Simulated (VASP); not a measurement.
Write the native input for VASP 6.6.1 that does the following.

```
Task                   : single point
Functional             : PBE
Potentials or basis    : VASP PAW PBE potentials, release 64 (Li_sv, Cl)
Cutoff                 : 520 eV
k mesh                 : 6 × 6 × 2
Occupations            : gaussian, width 0.01 eV
Spin                   : no spin polarisation
Dipole correction      : no
Further INCAR settings : ALGO = Normal; EDIFF = 1e-07; NBANDS = 18
```

The structure of LiCl lies in POSCAR:

```
LiCl
1.0
    3.4515749388      0.0000000000      0.0000000000
   -1.7257874694      2.9891515800      0.0000000000
    0.0000000000      0.0000000000      5.8161872788
Li Cl
2 2
Direct
    0.0000000000      0.0000000000      0.0000000000
    0.0000000000      0.0000000000      0.5000000000
    0.3333333333      0.6666666667      0.2500000000
    0.6666666667      0.3333333333      0.7500000000
```

The input as run:

INCAR

```
PREC = Accurate
ENCUT = 520
EDIFF = 1E-7
ISMEAR = 0
SIGMA = 0.01
LREAL = False
LASPH = True
NELM = 100
ALGO = Normal
ISIF = 2
LWAVE = False
LCHARG = False
GGA = PE
NBANDS = 18
```

KPOINTS

```
Automatic mesh
0
Gamma
  6 6 2
```

Potentials or basis: VASP PAW PBE potentials, release 64 (Li_sv, Cl).

Command:

```sh
$ cat potpaw_PBE.64/Li_sv/POTCAR potpaw_PBE.64/Cl/POTCAR > POTCAR
$ mpirun -np 1 vasp_std > vasp.out
```

Results of the run:

```
Band gap on the k mesh : 6.91 eV
```

Caveat: the k points lie up to 0.54 Å⁻¹ apart.

It took 30 s on 1 thread of AMD EPYC 7R13, on a shared host, peak memory 0.15 GiB.
